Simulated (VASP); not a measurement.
## Al3GaN4: single point with PBEsol

Al3GaN4:

```
Al Ga N
1.0
    -5.04341    0.00000   -0.00011
     0.00000   -3.13007    0.00000
    -4.54554    0.00000   10.83588
Al Ga N
6 2 8
Cartesian
  -2.5251 -1.5650 7.6758
  -2.5219 -1.5650 2.2578
  -5.0390 -1.5650 0.4561
  -5.0423 -1.5650 5.8741
  -5.0430 -3.1301 8.5662
  -5.0398 -3.1301 3.1482
  -2.5308 -3.1301 10.3787
  -2.5276 -3.1301 4.9607
  -4.4889 -3.1301 10.3793
  -4.4857 -3.1301 4.9613
  -4.4304 -1.5650 7.6748
  -4.4272 -1.5650 2.2568
  -1.8909 -1.5650 0.4854
  -1.8942 -1.5650 5.9034
  -1.9055 -3.1301 8.5370
  -1.9023 -3.1301 3.1191
```

This cell differs from its parent crystal: the part above a cut slid along it.

```json
{"Program": "VASP 6.6.1", "Task": "single point", "Functional": "PBEsol", "Potentials or basis": "VASP PAW PBE potentials, release 64 (Al, Ga_d, N)", "Cutoff": "520 eV", "k mesh": "5 × 7 × 2", "Occupations": "gaussian, width 0.05 eV", "Spin": "no spin polarisation"}
```

```yaml
Pressure: 0.6 GPa
Largest_force: 3.931 eV/Å
Band_gap_on_the_k_mesh: 2.08 eV
```

Forces in eV/Å, atoms in the order of the input:
```
Al   0.096  0.000 -0.053
Al   0.284  0.000 -0.480
Al  -2.882  0.000  1.343
Al  -0.063  0.000 -0.078
Al  -0.271  0.000 -0.142
Al  -0.213  0.000 -0.004
Ga   3.883  0.000  0.613
Ga   0.089  0.000 -0.104
N    2.877  0.000 -0.872
N    0.023  0.000  0.021
N   -0.009  0.000  0.181
N   -0.039  0.000 -0.239
N   -3.783  0.000 -0.554
N   -0.015  0.000  0.088
N    0.022  0.000 -0.071
N    0.002  0.000  0.351
```

Stress tensor (GPa, compression positive):
```
-0.59  0.00 -5.19
 0.00  2.73  0.00
-5.19  0.00 -0.22
```

Levels at points of the mesh, in eV from the valence-band top:
| k point | band 39 | band 40 | band 41 | band 42 | band 43 | band 44 | band 45 | band 46 |
| --- | --- | --- | --- | --- | --- | --- | --- | --- |
| (0.00, 0.00, 0.00) | -1.11 | -1.08 | -0.70 | 0.00 | 2.08 | 3.76 | 4.45 | 4.65 |
| (0.00, 0.00, 0.50) | -1.11 | -1.10 | -0.92 | 0.00 | 2.55 | 3.31 | 4.65 | 4.78 |

Run time: 5.1 min on 1 thread of AMD EPYC 9R45 96-Core Processor (Zen 5), with other jobs on the host, peak memory 0.32 GiB.

Caveat: the cell differs from its parent crystal (the part above a cut slid along it); the PAW data sets were made with another functional, which shifts forces and pressure a little. A k mesh can miss the band edges.
